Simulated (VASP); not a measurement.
# CdS in VASP: notebook

CdS is run at these levels: r2SCAN; tasks: single point.

All numbers are computed with VASP 6.6.1; they aren't measurements. Logs are shortened: lines on timing, memory, paths and dates and some standing lists are left out, and cuts for length are marked.

## Step 1: The cell of the first run

It takes space group I-4m2 (No. 119, tetragonal). The conventional cell has a = 4.157 Å, b = 4.157 Å, c = 5.761 Å, α = 90.00°, β = 90.00°, γ = 90.00°. Within 3.3 Å of Cd (site symmetry -4m2) lie 4 S at 2.53 Å. Within 3.3 Å of S (site symmetry -4m2) lie 4 Cd at 2.53 Å.

## Step 2: Single point, r2SCAN (uniaxial x strain -2.0%)

The input, POSCAR:

```
CdS
1.0
    0.0000000000      2.9392148365      2.9392148365
    2.8804305398      0.0000000000      2.9392148365
    2.8804305398      2.9392148365      0.0000000000
Cd S
1 1
Direct
    0.0000000000      0.0000000000      0.0000000000
    0.2500000000      0.2500000000      0.2500000000
```

The input, INCAR.step1:

```
  PREC = Accurate
  ENCUT = 520
  ISMEAR = 0
  SIGMA = 0.01
  LREAL = False
  LASPH = True
  NELM = 100
  NBANDS = 16
  GGA = PE
  ALGO = Normal
  EDIFF = 1E-4
  LWAVE = True
  LCHARG = False
```

The input, INCAR.step2:

```
  PREC = Accurate
  ENCUT = 520
  EDIFF = 1E-6
  ISMEAR = 0
  SIGMA = 0.01
  LREAL = False
  LASPH = True
  NELM = 100
  ALGO = Normal
  ISIF = 2
  LWAVE = False
  LCHARG = False
  METAGGA = R2SCAN
  LMIXTAU = True
  NBANDS = 16
  ISTART = 1
```

The input, KPOINTS:

```
Automatic mesh
0
Gamma
  8 8 8
```

Potentials or basis: VASP PAW PBE potentials, release 64 (Cd, S).

On the command line:

```bash
cat potpaw_PBE.64/Cd/POTCAR potpaw_PBE.64/S/POTCAR > POTCAR
cp INCAR.step1 INCAR
mpirun -np 1 vasp_std > vasp.out
cp INCAR.step2 INCAR
mpirun -np 1 vasp_std > vasp.out
```

OUTCAR:

```text
PREC = Accurate
   ENCUT = 520
   EDIFF = 1E-6
   ISMEAR = 0
   LREAL = False
   LASPH = True
   NELM = 100
   ISIF = 2
   METAGGA = R2SCAN
   ISTART = 1

 ion  position               nearest neighbor table
   1  0.000  0.000  0.000-   2 2.53   2 2.53   2 2.53   2 2.53
   2  0.250  0.250  0.250-   1 2.53   1 2.53   1 2.53   1 2.53

  LATTYP: Found a body centered tetragonal cell.
 ALAT       =     4.1566774845
 C/A-ratio  =     1.3859292911

  Lattice vectors:

 A1 = (  -2.8804305398,   0.0000000000,  -2.9392148365)
 A2 = (  -2.8804305398,   0.0000000000,   2.9392148365)
 A3 = (   2.8804305398,   2.9392148365,   0.0000000000)

Analysis of symmetry for initial positions (statically):
=====================================================================
 Subroutine PRICEL returns:
 Original cell was already a primitive cell.

 Routine SETGRP: Setting up the symmetry group for a
 body centered tetragonal supercell.

 Subroutine GETGRP returns: Found  8 space group operations
 (whereof  8 operations were pure point group operations)
 out of a pool of 16 trial point group operations.

The static configuration has the point symmetry D_2d.

Analysis of symmetry for dynamics (positions and initial velocities):
=====================================================================
 Subroutine PRICEL returns:
 Original cell was already a primitive cell.

 Routine SETGRP: Setting up the symmetry group for a
 body centered tetragonal supercell.

 Subroutine GETGRP returns: Found  8 space group operations
 (whereof  8 operations were pure point group operations)
 out of a pool of 16 trial point group operations.

The dynamic configuration has the point symmetry D_2d.

 Subroutine INISYM returns: Found  8 space group operations
 (whereof  8 operations are pure point group operations),
 and found     1 'primitive' translations

----------------------------------------------------------------------------------------

                                     Primitive cell

  volume of cell :      49.7680

  direct lattice vectors                    reciprocal lattice vectors
     0.000000000  2.939214837  2.939214837    -0.173585161  0.170113458  0.170113458
     2.880430540  0.000000000  2.939214837     0.173585161 -0.170113458  0.170113458
     2.880430540  2.939214837  0.000000000     0.173585161  0.170113458 -0.170113458

  length of vectors
     4.156677485  4.115320638  4.115320638     0.296663084  0.296663084  0.296663084

  position of ions in fractional coordinates (direct lattice)
     0.000000000  0.000000000  0.000000000
     0.250000000  0.250000000  0.250000000

  ion indices of the primitive-cell ions
   primitive index   ion index
                 1           1
                 2           2

----------------------------------------------------------------------------------------

 KPOINTS: Automatic mesh

Automatic generation of k-mesh.
 Grid dimensions read from file:
 generate k-points for:    8    8    8

 Generating k-lattice:

  Cartesian coordinates                     Fractional coordinates (reciprocal lattice)
    -0.021698145  0.021264182  0.021264182     0.125000000  0.000000000  0.000000000
     0.021698145 -0.021264182  0.021264182     0.000000000  0.125000000 -0.000000000
     0.021698145  0.021264182 -0.021264182     0.000000000 -0.000000000  0.125000000

  Length of vectors
     0.037082886  0.037082886  0.037082886

  Shift w.r.t. Gamma in fractional coordinates (k-lattice)
     0.000000000  0.000000000  0.000000000

 Subroutine IBZKPT returns following result:
 ===========================================

 Found     59 irreducible k-points:

 Following reciprocal coordinates:
            Coordinates               Weight
  0.000000  0.000000  0.000000      1.000000
  0.125000  0.000000  0.000000      8.000000
  0.250000  0.000000  0.000000      8.000000
  0.375000  0.000000  0.000000      8.000000
  0.500000  0.000000  0.000000      4.000000
  0.125000  0.125000  0.000000      4.000000
[... 16 lines left out ...]
  0.250000  0.125000  0.125000      4.000000
  0.375000  0.125000  0.125000      8.000000
 [... further k-points ...]
   k-points           NKPTS =     59   k-points in BZ     NKDIM =     59   number of bands    NBANDS=     16
   number of dos      NEDOS =    301   number of ions     NIONS =      2
   total plane-waves  NPLWV =  32768
   dimension x,y,z NGX =    32 NGY =   32 NGZ =   32
   dimension x,y,z NGXF=    64 NGYF=   64 NGZF=   64
   ions per type =               1   1
   NGX,Y,Z   is equivalent  to a cutoff of  12.80, 12.93, 12.93 a.u.
   NGXF,Y,Z  is equivalent  to a cutoff of  25.60, 25.85, 25.85 a.u.
 SYSTEM =  unknown system
   PREC   = accura    normal or accurate (medium, high low for compatibility)
   ISTART =      1    job   : 0-new  1-cont  2-samecut
   ICHARG =      0    charge: 1-file 2-atom 10-const
   ISPIN  =      1    spin polarized calculation?
   LNONCOLLINEAR =      F non collinear calculations
   LSORBIT =      F    spin-orbit coupling
   LASPH  =      T    aspherical Exc in radial PAW
   ENCUT  =  520.0 eV  38.22 Ry    6.18 a.u.   7.73  7.65  7.65*2*pi/ulx,y,z
   NELM   =    100;   NELMIN=  2; NELMDL=  0     # of ELM steps
   EDIFF  = 0.1E-05   stopping-criterion for ELM
   LREAL  =      F    real-space projection
   EDIFFG = 0.1E-04   stopping-criterion for IOM
   NSW    =      0    number of steps for IOM
   IBRION =     -1    ionic relax: 0-MD 1-quasi-New 2-CG
   NFREE  =      0    steps in history (QN), initial steepest desc. (CG)
   ISIF   =      2    stress and relaxation
   ISYM   =      2    0-nonsym 1-usesym 2-fastsym
   POTIM  = 0.5000    time-step for ionic-motion
   TEBEG  =    0.0;   TEEND  =   0.0 temperature during run
   PSTRESS=    0.0 pullay stress
   NELECT =      18.0000    total number of electrons
   NUPDOWN=      -1.0000    fix difference up-down
   EMIN   =  10.00;   EMAX   =-10.00  energy-range for DOS
   EFERMI =   0.00;   METHOD = LEGACY
   ISMEAR =     0;   SIGMA  =   0.01  broadening in eV -4-tet -1-fermi 0-gaus
   EFERMI_NEDOS =   21; number of points for ismear=-14 and -15
   IALGO  =     38    algorithm
   IMIX   =      4    mixing-type and parameters
     AMIX     =   0.40;   BMIX     =  1.00
     AMIX_MAG =   1.60;   BMIX_MAG =  1.00
  volume/ion in A,a.u.               =      24.88       167.93
  Fermi-wavevector in a.u.,A,eV,Ry     =   1.166404  2.204184 18.510701  1.360498
  Thomas-Fermi vector in A             =   2.302918
   LORBIT       =      0    0 simple, 1 ext, 2 COOP (PROOUT), +10 PAW based schemes
   METAGGA = R2SCAN    functional components
   LHFCALC =     F    Hartree Fock is set to
   AEXX    =    0.0000 exact exchange contribution
   IVDW    =     0    specifies the selected vdW correction
   LEPSILON=     F    determine dielectric tensor
   LRPA    =     F    only Hartree local field effects (RPA)
 non-spin polarized calculation
 Gauss-broadening in eV      SIGMA  =   0.01
  energy-cutoff  :      520.00
  volume of cell :       49.77
 maximum number of plane-waves:      1359
   NGX = 15   NGY = 15   NGZ = 15

 number of electron      18.0000005 magnetization

 Free energy of the ion-electron system (eV)
  ---------------------------------------------------
  ext. energy  EPLUGINS =         0.00000000
  ---------------------------------------------------
  free energy    TOTEN  =       -29.67925798 eV

  energy without entropy =      -29.67925798  energy(sigma->0) =      -29.67925798

 E-fermi :   1.1847     XC(G=0):  -9.7191

 val. band max:        1.0627453507   @ k =   0.0000   0.0000   0.0000
 cond. band min:       2.6085584566   @ k =   0.0000   0.0000   0.0000
 fundamental gap:      1.5458131059
 Fermi energy:         1.1847091887

 k-point     1 :       0.0000    0.0000    0.0000
  band No.  band energies     occupation
      1     -11.8322      2.00000
      2      -6.9362      2.00000
      3      -6.9362      2.00000
      4      -6.9242      2.00000
      5      -6.4267      2.00000
      6      -6.4195      2.00000
[... 8 lines left out ...]
     15      12.9533      0.00000
     16      13.1742      0.00000

 k-point     2 :       0.1250    0.0000    0.0000
  band No.  band energies     occupation
      1     -11.7700      2.00000
      2      -6.9130      2.00000
      3      -6.9056      2.00000
      4      -6.8733      2.00000
      5      -6.4268      2.00000
      6      -6.4212      2.00000
[... 8 lines left out ...]
     15      12.4822      0.00000
     16      13.5459      0.00000

 k-point     3 :       0.2500    0.0000    0.0000
  band No.  band energies     occupation
      1     -11.6190      2.00000
      2      -6.8626      2.00000
      3      -6.8529      2.00000
      4      -6.6703      2.00000
      5      -6.4187      2.00000
      6      -6.4179      2.00000
[... 8 lines left out ...]
     15      12.1811      0.00000
     16      12.8040      0.00000

 k-point     4 :       0.3750    0.0000    0.0000
  band No.  band energies     occupation
      1     -11.4679      2.00000
      2      -6.8235      2.00000
      3      -6.8110      2.00000
      4      -6.4028      2.00000
      5      -6.3955      2.00000
      6      -6.3013      2.00000
[... 8 lines left out ...]
     15      13.0889      0.00000
     16      13.1192      0.00000
[... 324 lines left out ...]
 k-point    22 :       0.0000    0.1250    0.1250
  band No.  band energies     occupation
      1     -11.7477      2.00000
      2      -6.8903      2.00000
      3      -6.8903      2.00000
      4      -6.8774      2.00000
      5      -6.4344      2.00000
      6      -6.4128      2.00000
[... 8 lines left out ...]
     15      13.0071      0.00000
     16      14.3142      0.00000

 k-point    23 :       0.2500    0.1250    0.1250
  band No.  band energies     occupation
      1     -11.6796      2.00000
      2      -6.8862      2.00000
      3      -6.8504      2.00000
      4      -6.7822      2.00000
      5      -6.4393      2.00000
      6      -6.4082      2.00000
[... 8 lines left out ...]
     15      12.4032      0.00000
     16      14.6715      0.00000

 k-point    24 :       0.3750    0.1250    0.1250
  band No.  band energies     occupation
      1     -11.5293      2.00000
      2      -6.8316      2.00000
      3      -6.8035      2.00000
      4      -6.5365      2.00000
      5      -6.4349      2.00000
      6      -6.3790      2.00000
[... 8 lines left out ...]
     15      13.1674      0.00000
     16      14.0648      0.00000

 [... further k-points ...]

------------------------ aborting loop because EDIFF is reached ----------------------------------------

  FORCE on cell =-STRESS in cart. coord.  units (eV):
  Direction    XX          YY          ZZ          XY          YZ          ZX
  --------------------------------------------------------------------------------------
  -------------------------------------------------------------------------------------
  Total        0.5582508      0.4592836      0.4592836      0.0000000      0.0000000      0.0000000
  in kB       17.9717309     14.7856854     14.7856854      0.0000000      0.0000000      0.0000000
  external PRESSURE =      15.8477006 kB  Pullay stress =       0.0000000 kB

 VOLUME and BASIS-vectors are now :
 -----------------------------------------------------------------------------
  energy-cutoff  :      520.00
  volume of cell :       49.77
      direct lattice vectors                 reciprocal lattice vectors
     0.000000000  2.939214837  2.939214837    -0.173585161  0.170113458  0.170113458
     2.880430540  0.000000000  2.939214837     0.173585161 -0.170113458  0.170113458
     2.880430540  2.939214837  0.000000000     0.173585161  0.170113458 -0.170113458

 POSITION                                       TOTAL-FORCE (eV/Angst)
 -----------------------------------------------------------------------------------
      0.00000      0.00000      0.00000         0.000000     -0.000000     -0.000000
      1.44022      1.46961      1.46961        -0.000000      0.000000      0.000000
 -----------------------------------------------------------------------------------
    total drift:                               -0.000002     -0.000007     -0.000006

  FREE ENERGIE OF THE ION-ELECTRON SYSTEM (eV)
  ---------------------------------------------------
  free  energy   TOTEN  =       -29.6792579842 eV

  energy  without entropy=      -29.6792579842  energy(sigma->0) =      -29.67925798
```

Run time: 99 s. Hardware: 1 thread of Intel Xeon Platinum 8488C (Sapphire Rapids), shared host; peak memory 0.21 GiB.

What came out:

| Property | Result |
| --- | --- |
| Free energy | -29.6793 eV |
| Pressure | 1.6 GPa |
| Band gap on the k mesh | 1.55 eV, direct |

Stress tensor (GPa, compression positive):
```
1.80 0.00 0.00
0.00 1.48 0.00
0.00 0.00 1.48
```

Caveat: the cell differs from its parent crystal (uniaxial x strain -2.0%); the PAW data sets were made with another functional, which shifts forces and pressure a little.

(Continued in part 2 of 2.)
